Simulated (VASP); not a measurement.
Set up this calculation in VASP 6.6.1, as the native input.

```
Task                   : single point
Functional             : PBE
Potentials or basis    : VASP PAW PBE potentials, release 64 (Pr_3, Mo_sv), 4f in core
Cutoff                 : 500 eV
k mesh                 : 4 × 4 × 4
Occupations            : gaussian, width 0.1 eV
Spin                   : no spin polarisation
Dipole correction      : no
Mended                 : yes
Further INCAR settings : ALGO = Normal; EDIFF = 1e-06; NBANDS = 32
```

The structure of Pr3Mo lies in POSCAR:

```
Pr3Mo
1.0
    4.9430661832      0.0000000000      0.0000000000
    0.0000000000      4.9430661832      0.0000000000
    0.0000000000      0.0000000000      4.7445013517
Pr Mo
3 1
Direct
    0.0000000000      0.0000000000      0.0000000000
    0.5000000000      0.0000000000      0.5000000000
    0.0000000000      0.5000000000      0.5000000000
    0.5000000000      0.5000000000      0.0000000000
```

The cell was built from a structure type or drawn by symmetry, and may not be a known phase.

One way to write it, as run:

INCAR

```
SYSTEM = Pr3Mo
ALGO     = Normal         ! electronic algorithm
EDIFF    = 1E-6           ! SCF threshold, eV
ENCUT    = 500            ! plane-wave cutoff, eV
GGA      = PE             ! functional
GGA_COMPAT= .False.      
ISIF     = 2              ! what is computed and relaxed
ISMEAR   = 0              ! smearing method
LASPH    = .True.         ! aspherical terms in the spheres
LCHARG   = .False.        ! write CHGCAR
LMAXMIX  = 6              ! l up to which the mixer works
LREAL    = .False.        ! projectors in reciprocal space
LWAVE    = .False.        ! write WAVECAR
NBANDS   = 32             ! bands
NELM     = 200            ! most SCF steps
PREC     = Accurate       ! precision mode
SIGMA    = 0.1            ! smearing width, eV
```

KPOINTS

```
k-points
0
Gamma
  4 4 4
  0 0 0
```

Potentials or basis: VASP PAW PBE potentials, release 64 (Pr_3, Mo_sv), 4f in core.

Launch:

```bash
$ cat potpaw_PBE.64/Pr_3/POTCAR potpaw_PBE.64/Mo_sv/POTCAR > POTCAR
$ mpirun -np 1 vasp_std > vasp.out
```

Results of the run:

```yaml
Pressure: -0.1 GPa
Band_gap_on_the_k_mesh: zero (an odd number of electrons rules out a gap without spin polarisation)
```

Caveat: spin-orbit coupling is left out, which moves the levels of the heavy elements; the 4f electrons are frozen in the core, so they carry no moment and show no levels.

It took 22 s on 1 thread of Intel(R) Xeon(R) 6975P-C (Granite Rapids), with other jobs on the host, peak memory 0.23 GiB.
